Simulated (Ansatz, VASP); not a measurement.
# Al3GaN4: VASP beside Ansatz

```
Al Ga N
1.0
     4.40699    0.00000    0.00000
     0.00000    4.40699    0.00000
     0.00000    0.00000    4.40699
Al Ga N
3 1 4
Direct
  0.50000 0.50000 0.00000
  0.50000 0.00000 0.50000
  0.00000 0.50000 0.50000
  0.00000 0.00000 0.00000
  0.74471 0.74471 0.25529
  0.74471 0.25529 0.74471
  0.25529 0.74471 0.74471
  0.25529 0.25529 0.25529
```

Alike in both runs: task single point; functional PBEsol; k mesh 6 × 6 × 6; occupations gaussian, width 0.02 eV; no spin polarisation.

|  | VASP | Ansatz |
| --- | --- | --- |
| version | VASP 6.6.1 | Ansatz 0.2.0 |
| potentials or method | VASP PAW PBE potentials, release 64 (Al, Ga_d, N), cutoff 520 eV | scalar-relativistic, plane waves, PAW |
| valence electrons in the cell | 42 | 42 |

Ansatz gave:

* gap on the k mesh at the Fermi level (eV): 3.32
* least direct gap on the mesh (eV): 3.32
* pressure (GPa): 0.0
* rms of the force components (eV/Å): 0.000

What did VASP give for the same quantities?

gap on the k mesh at the Fermi level (eV): 3.32; least direct gap on the mesh (eV): 3.32; pressure (GPa): -0.1; rms of the force components (eV/Å): 0.003.

VASP's potentials were made for PBE, not for PBEsol. Atom by atom the forces differ by 0.003 eV/Å (rms over components).
